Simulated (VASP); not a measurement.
# Te2Mo in VASP: notebook

The runs below take Te2Mo through single point, with PBE+D3(BJ).

All numbers are computed with VASP 6.6.1; they aren't measurements. Logs are shortened: lines on timing, memory, paths and dates and some standing lists are left out, and cuts for length are marked.

### Step 1. The cell of the first run

The cell holds a slab with vacuum, 3 atoms: a = 3.597 Å, b = 3.597 Å, c = 33.270 Å, α = 90.00°, β = 90.00°, γ = 120.00°.

### Step 2. Single point, PBE+D3(BJ)

INCAR reads:

```
SYSTEM = Te2Mo
  PREC = Accurate
  ENCUT = 520
  EDIFF = 1E-6
  ISMEAR = 0
  SIGMA = 0.02
  LREAL = .FALSE.
  LASPH = .TRUE.
  NELM = 80
  ALGO = Normal
  ISIF = 2
  LWAVE = .FALSE.
  LCHARG = .TRUE.
  LDIPOL = .TRUE.
  IDIPOL = 3
  DIPOL = 0.5 0.5 0.500
  GGA = PE
  IVDW = 12
  LELF = .TRUE.
  LVHAR = .TRUE.
  LVACPOTAV = .TRUE.
  NBANDS = 20
```

KPOINTS reads:

```
regular mesh
0
G
  9 9 1
  0 0 0
```

POSCAR reads:

```
Te2Mo
1.0
    3.5970000000      0.0000000000      0.0000000000
   -1.7985000000      3.1150933774      0.0000000000
    0.0000000000      0.0000000000     33.2698832047
Te Mo
2 1
Direct
    0.3333333333      0.6666666667      0.4491732511
    0.3333333333      0.6666666667      0.5508267489
    0.6666666667      0.3333333333      0.5000000000
```

Potentials or basis: VASP PAW PBE potentials, release 64 (Te, Mo_sv).

On the command line:

```console
$ cat potpaw_PBE.64/Te/POTCAR potpaw_PBE.64/Mo_sv/POTCAR > POTCAR
$ mpirun -np 1 vasp_std > vasp.out
```

OUTCAR:

```text
SYSTEM = Te2Mo
   PREC = Accurate
   ENCUT = 520
   EDIFF = 1E-6
   ISMEAR = 0
   LREAL = .FALSE.
   LASPH = .TRUE.
   NELM = 80
   ISIF = 2
   GGA = PE
   IVDW = 12
 IVDW          = 12

 ion  position               nearest neighbor table
   1  0.333  0.667  0.449-   3 2.68   3 2.68   3 2.68   2 3.38
   2  0.333  0.667  0.551-   3 2.68   3 2.68   3 2.68   1 3.38
   3  0.667  0.333  0.500-   1 2.68   2 2.68   1 2.68   2 2.68   1 2.68   2 2.68

  LATTYP: Found a hexagonal cell.
 ALAT       =     3.5970000000
 C/A-ratio  =     9.2493420085

  Lattice vectors:

 A1 = (   3.5970000000,   0.0000000000,   0.0000000000)
 A2 = (  -1.7985000000,   3.1150933774,   0.0000000000)
 A3 = (   0.0000000000,   0.0000000000,  33.2698832047)

Analysis of symmetry for initial positions (statically):
=====================================================================
 Subroutine PRICEL returns:
 Original cell was already a primitive cell.

 Routine SETGRP: Setting up the symmetry group for a
 hexagonal supercell.

 Subroutine GETGRP returns: Found 12 space group operations
 (whereof 12 operations were pure point group operations)
 out of a pool of 24 trial point group operations.

The static configuration has the point symmetry D_3h.

Analysis of symmetry for dynamics (positions and initial velocities):
=====================================================================
 Subroutine PRICEL returns:
 Original cell was already a primitive cell.

 Routine SETGRP: Setting up the symmetry group for a
 hexagonal supercell.

 Subroutine GETGRP returns: Found 12 space group operations
 (whereof 12 operations were pure point group operations)
 out of a pool of 24 trial point group operations.

The dynamic configuration has the point symmetry D_3h.

 Subroutine INISYM returns: Found 12 space group operations
 (whereof 12 operations are pure point group operations),
 and found     1 'primitive' translations

----------------------------------------------------------------------------------------

                                     Primitive cell

  volume of cell :     372.7887

  direct lattice vectors                    reciprocal lattice vectors
     3.597000000  0.000000000  0.000000000     0.278009452  0.160508832  0.000000000
    -1.798500000  3.115093377  0.000000000     0.000000000  0.321017664  0.000000000
     0.000000000  0.000000000 33.269883205     0.000000000  0.000000000  0.030057214

  length of vectors
     3.597000000  3.597000000 33.269883205     0.321017664  0.321017664  0.030057214

  position of ions in fractional coordinates (direct lattice)
     0.333333333  0.666666667  0.449173251
     0.333333333  0.666666667  0.550826749
     0.666666667  0.333333333  0.500000000

  ion indices of the primitive-cell ions
   primitive index   ion index
                 1           1
                 2           2
                 3           3

----------------------------------------------------------------------------------------

 KPOINTS: regular mesh

Automatic generation of k-mesh.
 Grid dimensions read from file:
 generate k-points for:    9    9    1

 Generating k-lattice:

  Cartesian coordinates                     Fractional coordinates (reciprocal lattice)
     0.030889939  0.017834315  0.000000000     0.111111111 -0.000000000  0.000000000
     0.000000000  0.035668629  0.000000000     0.000000000  0.111111111  0.000000000
     0.000000000  0.000000000  0.030057214     0.000000000  0.000000000  1.000000000

  Length of vectors
     0.035668629  0.035668629  0.030057214

  Shift w.r.t. Gamma in fractional coordinates (k-lattice)
     0.000000000  0.000000000  0.000000000

 Subroutine IBZKPT returns following result:
 ===========================================

 Found     12 irreducible k-points:

 Following reciprocal coordinates:
            Coordinates               Weight
  0.000000  0.000000  0.000000      1.000000
  0.111111 -0.000000  0.000000      6.000000
  0.222222  0.000000  0.000000      6.000000
  0.333333  0.000000  0.000000      6.000000
  0.444444  0.000000  0.000000      6.000000
  0.111111  0.111111  0.000000      6.000000
  0.222222  0.111111  0.000000     12.000000
  0.333333  0.111111  0.000000     12.000000
  0.444444  0.111111  0.000000      6.000000
  0.222222  0.222222  0.000000      6.000000
  0.333333  0.222222  0.000000     12.000000
  0.333333  0.333333  0.000000      2.000000
   k-points           NKPTS =     12   k-points in BZ     NKDIM =     12   number of bands    NBANDS=     20
   number of dos      NEDOS =    301   number of ions     NIONS =      3
   total plane-waves  NPLWV = 196000
   dimension x,y,z NGX =    28 NGY =   28 NGZ =  250
   dimension x,y,z NGXF=    56 NGYF=   56 NGZF=  500
   ions per type =               2   1
   NGX,Y,Z   is equivalent  to a cutoff of  12.94, 12.94, 12.49 a.u.
   NGXF,Y,Z  is equivalent  to a cutoff of  25.88, 25.88, 24.98 a.u.
 SYSTEM =  Te2Mo
   PREC   = accura    normal or accurate (medium, high low for compatibility)
   ISTART =      0    job   : 0-new  1-cont  2-samecut
   ICHARG =      2    charge: 1-file 2-atom 10-const
   ISPIN  =      1    spin polarized calculation?
   LNONCOLLINEAR =      F non collinear calculations
   LSORBIT =      F    spin-orbit coupling
   LASPH  =      T    aspherical Exc in radial PAW
   ENCUT  =  520.0 eV  38.22 Ry    6.18 a.u.   6.69  6.69 61.86*2*pi/ulx,y,z
   NELM   =     80;   NELMIN=  2; NELMDL= -5     # of ELM steps
   EDIFF  = 0.1E-05   stopping-criterion for ELM
   LREAL  =      F    real-space projection
   EDIFFG = 0.1E-04   stopping-criterion for IOM
   NSW    =      0    number of steps for IOM
   IBRION =     -1    ionic relax: 0-MD 1-quasi-New 2-CG
   NFREE  =      0    steps in history (QN), initial steepest desc. (CG)
   ISIF   =      2    stress and relaxation
   ISYM   =      2    0-nonsym 1-usesym 2-fastsym
   POTIM  = 0.5000    time-step for ionic-motion
   TEBEG  =    0.0;   TEEND  =   0.0 temperature during run
   PSTRESS=    0.0 pullay stress
   NELECT =      26.0000    total number of electrons
   NUPDOWN=      -1.0000    fix difference up-down
   EMIN   =  10.00;   EMAX   =-10.00  energy-range for DOS
   EFERMI =   0.00;   METHOD = LEGACY
   ISMEAR =     0;   SIGMA  =   0.02  broadening in eV -4-tet -1-fermi 0-gaus
   EFERMI_NEDOS =   21; number of points for ismear=-14 and -15
   IALGO  =     38    algorithm
   IMIX   =      4    mixing-type and parameters
     AMIX     =   0.40;   BMIX     =  1.00
     AMIX_MAG =   1.60;   BMIX_MAG =  1.00
  volume/ion in A,a.u.               =     124.26       838.57
  Fermi-wavevector in a.u.,A,eV,Ry     =   0.673873  1.273436  6.178480  0.454105
  Thomas-Fermi vector in A             =   1.750423
   LORBIT       =      0    0 simple, 1 ext, 2 COOP (PROOUT), +10 PAW based schemes
   GGA     = PE    functional components
   LHFCALC =     F    Hartree Fock is set to
   AEXX    =    0.0000 exact exchange contribution
   IVDW    =    12    specifies the selected vdW correction
   LEPSILON=     F    determine dielectric tensor
   LRPA    =     F    only Hartree local field effects (RPA)
 non-spin polarized calculation
 Gauss-broadening in eV      SIGMA  =   0.02
  energy-cutoff  :      520.00
  volume of cell :      372.79
 maximum number of plane-waves:     10131
 NGX is ok and might be reduce to    28
   NGX = 13   NGY = 13   NGZ =123

 number of electron      26.0000001 magnetization

 dipolmoment           0.000000      0.000000      0.000000 electrons x Angstroem

 Free energy of the ion-electron system (eV)
  ---------------------------------------------------
  ext. energy  EPLUGINS =         0.00000000
  ---------------------------------------------------
  free energy    TOTEN  =       -17.86102258 eV

  energy without entropy =      -17.86102258  energy(sigma->0) =      -17.86102258

 E-fermi :  -2.3906     XC(G=0):  -2.4555

 val. band max:       -2.5570208682   @ k =   0.0000   0.0000   0.0000
 cond. band min:      -1.7108010532   @ k =   0.3333   0.3333   0.0000
 fundamental gap:      0.8462198150
 Fermi energy:        -2.3905879654

 k-point     1 :       0.0000    0.0000    0.0000
  band No.  band energies     occupation
      1     -63.0922      2.00000
      2     -37.2235      2.00000
      3     -37.1966      2.00000
      4     -37.1966      2.00000
      5     -15.1128      2.00000
      6     -13.8308      2.00000
[... 12 lines left out ...]
     19       2.2355      0.00000
     20       2.6471      0.00000

 k-point     2 :       0.1111   -0.0000    0.0000
  band No.  band energies     occupation
      1     -63.0913      2.00000
      2     -37.2204      2.00000
      3     -37.2098      2.00000
      4     -37.1996      2.00000
      5     -14.9530      2.00000
      6     -13.7324      2.00000
[... 12 lines left out ...]
     19       2.4320      0.00000
     20       2.8435      0.00000

 k-point     3 :       0.2222    0.0000    0.0000
  band No.  band energies     occupation
      1     -63.0890      2.00000
      2     -37.2429      2.00000
      3     -37.2126      2.00000
      4     -37.2071      2.00000
      5     -14.5071      2.00000
      6     -13.4590      2.00000
[... 12 lines left out ...]
     19       2.9898      0.00000
     20       3.4113      0.00000

 k-point     4 :       0.3333    0.0000    0.0000
  band No.  band energies     occupation
      1     -63.0864      2.00000
      2     -37.2803      2.00000
      3     -37.2157      2.00000
      4     -37.2037      2.00000
      5     -13.8956      2.00000
      6     -13.0912      2.00000
[... 153 lines left out ...]
 k-point    11 :       0.3333    0.2222    0.0000
  band No.  band energies     occupation
      1     -63.0839      2.00000
      2     -37.2921      2.00000
      3     -37.2471      2.00000
      4     -37.1952      2.00000
      5     -13.1935      2.00000
      6     -12.6630      2.00000
[... 12 lines left out ...]
     19       3.9747      0.00000
     20       4.7677      0.00000

 k-point    12 :       0.3333    0.3333    0.0000
  band No.  band energies     occupation
      1     -63.0835      2.00000
      2     -37.2837      2.00000
      3     -37.2635      2.00000
      4     -37.1937      2.00000
      5     -13.0522      2.00000
      6     -12.5714      2.00000
[... 12 lines left out ...]
     19       3.0861      0.00000
     20       5.1438      0.00000

------------------------ aborting loop because EDIFF is reached ----------------------------------------

 Edisp (eV)   -1.17282

 E8    (eV) :    -0.5730

  FORCE on cell =-STRESS in cart. coord.  units (eV):
  Direction    XX          YY          ZZ          XY          YZ          ZX
  --------------------------------------------------------------------------------------
  -------------------------------------------------------------------------------------
  Total       0.00478     0.00478     4.85422     0.00000     0.00000     0.00000
  in kB       0.02056     0.02056    20.86255     0.00000     0.00000     0.00000
  external pressure =        6.97 kB  Pullay stress =        0.00 kB

 VOLUME and BASIS-vectors are now :
 -----------------------------------------------------------------------------
  energy-cutoff  :      520.00
  volume of cell :      372.79
      direct lattice vectors                 reciprocal lattice vectors
     3.597000000  0.000000000  0.000000000     0.278009452  0.160508832  0.000000000
    -1.798500000  3.115093377  0.000000000     0.000000000  0.321017664  0.000000000
     0.000000000  0.000000000 33.269883205     0.000000000  0.000000000  0.030057214

 POSITION                                       TOTAL-FORCE (eV/Angst)
 -----------------------------------------------------------------------------------
     -0.00000      2.07673     14.94394         0.000000     -0.000000     -1.438694
     -0.00000      2.07673     18.32594         0.000000     -0.000000      1.438694
      1.79850      1.03836     16.63494        -0.000000      0.000000      0.000000
 -----------------------------------------------------------------------------------
    total drift:                               -0.000000      0.000000      0.000000

  FREE ENERGIE OF THE ION-ELECTRON SYSTEM (eV)
  ---------------------------------------------------
  free  energy   TOTEN  =       -19.0338435284 eV

  energy  without entropy=      -19.0338435284  energy(sigma->0) =      -19.03384353

 vacuum level on the upper side and lower side of the slab         2.616         2.616
```

Run time: 2.7 min. Hardware: 1 thread of AMD EPYC 9R45 (Zen 5), shared host; peak memory 0.45 GiB.

What came out:

```
Free energy                : -19.0338 eV
Largest force              : 1.439 eV/Å
Band gap on the k mesh     : 0.85 eV, indirect (least direct gap 0.87 eV)
Dispersion energy per atom : -0.391 eV
```

Forces on the atoms (eV/Å):
```
Te   0.000  0.000 -1.439
Te   0.000  0.000  1.439
Mo   0.000  0.000  0.000
```

Levels at points of the mesh, in eV from the valence-band top:
```tsv
k point	band 9	band 10	band 11	band 12	band 13	band 14	band 15	band 16	band 17	band 18
(0.00, 0.00, 0.00)	-2.02	-1.11	-1.07	-1.07	0.00	3.14	3.14	3.56	3.56	4.53
```

Caveat: spin-orbit coupling is left out, which moves the levels of the heavy elements.

### Step 3. Single point, PBE+D3(BJ)

INCAR reads:

```
SYSTEM = Te2Mo
PREC     = Accurate       ! precision mode
ENCUT    = 520            ! plane-wave cutoff, eV
EDIFF    = 1E-6           ! SCF threshold, eV
ISMEAR   = 0              ! smearing method
SIGMA    = 0.02           ! smearing width, eV
LREAL    = .FALSE.        ! projectors in reciprocal space
LASPH    = .TRUE.         ! aspherical terms in the spheres
NELM     = 60             ! most SCF steps
ALGO     = Normal         ! electronic algorithm
ISIF     = 2              ! what is computed and relaxed
LWAVE    = .FALSE.        ! write WAVECAR
LCHARG   = .FALSE.        ! write CHGCAR
LDIPOL   = .TRUE.       
IDIPOL   = 3            
DIPOL    = 0.5 0.5 0.500
GGA      = PE             ! functional
IVDW     = 12             ! dispersion correction
NBANDS   = 20             ! bands
```

KPOINTS reads:

```
Automatic mesh
0
G
  9 9 1
  0 0 0
```

POSCAR reads:

```
Te2Mo
1.0
    3.5970000000      0.0000000000      0.0000000000
   -1.7985000000      3.1150933774      0.0000000000
    0.0000000000      0.0000000000     33.2698832047
Te Mo
2 1
Direct
    0.3333333333      0.6666666667      0.4453860421
    0.3333333333      0.6666666667      0.5546139579
    0.6666666667      0.3333333333      0.5000000000
```

Potentials or basis: VASP PAW PBE potentials, release 64 (Te, Mo_sv).

On the command line:

```console
$ cat potpaw_PBE.64/Te/POTCAR potpaw_PBE.64/Mo_sv/POTCAR > POTCAR
$ mpirun -np 1 vasp_std > vasp.out
```

Wall time 2.6 min (1 thread of AMD EPYC 9R45 (Zen 5), shared host); peak memory 0.44 GiB.

The run converged. Its results:

| Property | Result |
| --- | --- |
| Free energy | -19.1473 eV |
| Largest force | 0.431 eV/Å |
| Band gap on the k mesh | 1.01 eV, direct |
| Dispersion energy per atom | -0.380 eV |

Forces in eV/Å, atoms in the order of the input:
```
Te   0.000  0.000  0.431
Te   0.000  0.000 -0.431
Mo   0.000  0.000  0.000
```

Levels at points of the mesh, in eV from the valence-band top:
| k point | band 10 | band 11 | band 12 | band 13 | band 14 | band 15 | band 16 | band 17 |
| --- | --- | --- | --- | --- | --- | --- | --- | --- |
| (0.00, 0.00, 0.00) | -1.62 | -0.88 | -0.88 | -0.39 | 2.90 | 2.90 | 3.15 | 3.15 |

Caveat: spin-orbit coupling is left out, which moves the levels of the heavy elements.

### Step 4. Single point, PBE+D3(BJ)

INCAR reads:

```
ALGO = Normal
DIPOL = 0.5 0.5 0.500
EDIFF = 1E-6
ENCUT = 520
GGA = PE
IDIPOL = 3
ISIF = 2
ISMEAR = 0
IVDW = 12
LASPH = T
LCHARG = T
LDIPOL = T
LELF = T
LREAL = F
LVACPOTAV = T
LVHAR = T
LWAVE = F
NBANDS = 20
NELM = 80
PREC = Accurate
SIGMA = 0.02
```

KPOINTS reads:

```
k-points
0
Gamma
  9 9 1
```

POSCAR reads:

```
Te2Mo
1.0
    3.5970000000      0.0000000000      0.0000000000
   -1.7985000000      3.1150933774      0.0000000000
    0.0000000000      0.0000000000     33.2698832047
Te Mo
2 1
Direct
    0.3333333333      0.6666666667      0.4415988332
    0.3333333333      0.6666666667      0.5584011668
    0.6666666667      0.3333333333      0.5000000000
```

On the command line:

```console
$ cat potpaw_PBE.64/Te/POTCAR potpaw_PBE.64/Mo_sv/POTCAR > POTCAR
$ mpirun -np 1 vasp_std > vasp.out
```

It took 2.9 min on 1 thread of AMD EPYC 9R45 (Zen 5), shared host; peak memory 0.44 GiB.

The run converged. Its results:

* Free energy: -18.8632 eV
* Largest force: 1.741 eV/Å
* Band gap on the k mesh: 1.00 eV, indirect (least direct gap 1.10 eV)
* Dispersion energy per atom: -0.369 eV
* Ionisation potential of the upper face: 4.70 eV

Forces in eV/Å, atoms in the order of the input:
```
Te   0.000  0.000  1.741
Te   0.000  0.000 -1.741
Mo   0.000  0.000  0.000
```

Levels at points of the mesh, in eV from the valence-band top:
| k point | band 10 | band 11 | band 12 | band 13 | band 14 | band 15 | band 16 | band 17 |
| --- | --- | --- | --- | --- | --- | --- | --- | --- |
| (0.00, 0.00, 0.00) | -1.27 | -0.66 | -0.66 | -0.66 | 2.72 | 2.72 | 2.84 | 2.84 |

Caveat: spin-orbit coupling is left out, which moves the levels of the heavy elements.

### Step 5. Single point, PBE+D3(BJ)

This run uses another cell than the first one, of 130.84 Å³/atom, 1.053 times its volume.

INCAR reads:

```
  PREC = Accurate
  ENCUT = 520
  EDIFF = 1E-6
  ISMEAR = 0
  SIGMA = 0.02
  LREAL = F
  LASPH = T
  NELM = 100
  ALGO = Normal
  ISIF = 2
  LWAVE = F
  LCHARG = F
  LDIPOL = T
  IDIPOL = 3
  DIPOL = 0.5 0.5 0.500
  GGA = PE
  IVDW = 12
  NBANDS = 20
```

KPOINTS reads:

```
Automatic mesh
0
Gamma
  9 9 1
```

POSCAR reads:

```
Te2Mo
1.0
    3.6910000000      0.0000000000      0.0000000000
   -1.8455000000      3.1964997654      0.0000000000
    0.0000000000      0.0000000000     33.2698832047
Te Mo
2 1
Direct
    0.3333333333      0.6666666667      0.4510668556
    0.3333333333      0.6666666667      0.5489331444
    0.6666666667      0.3333333333      0.5000000000
```

On the command line:

```console
$ cat potpaw_PBE.64/Te/POTCAR potpaw_PBE.64/Mo_sv/POTCAR > POTCAR
$ mpirun -np 1 vasp_std > vasp.out
```

It took 2.2 min on 1 thread of AMD EPYC 9R45 (Zen 5), shared host; peak memory 0.44 GiB.

It converged, with:

| Property | Result |
| --- | --- |
| Free energy | -18.7902 eV |
| Largest force | 2.000 eV/Å |
| Band gap on the k mesh | 0.23 eV, indirect (least direct gap 0.68 eV) |
| Dispersion energy per atom | -0.376 eV |

Forces in eV/Å, atoms in the order of the input:
```
Te   0.000  0.000 -2.000
Te   0.000  0.000  2.000
Mo   0.000  0.000  0.000
```

Levels at points of the mesh, in eV from the valence-band top:
| k point | band 10 | band 11 | band 12 | band 13 | band 14 | band 15 | band 16 | band 17 |
| --- | --- | --- | --- | --- | --- | --- | --- | --- |
| (0.00, 0.00, 0.00) | -1.54 | -1.54 | -0.97 | 0.00 | 2.66 | 2.66 | 3.12 | 3.12 |

Caveat: spin-orbit coupling is left out, which moves the levels of the heavy elements.
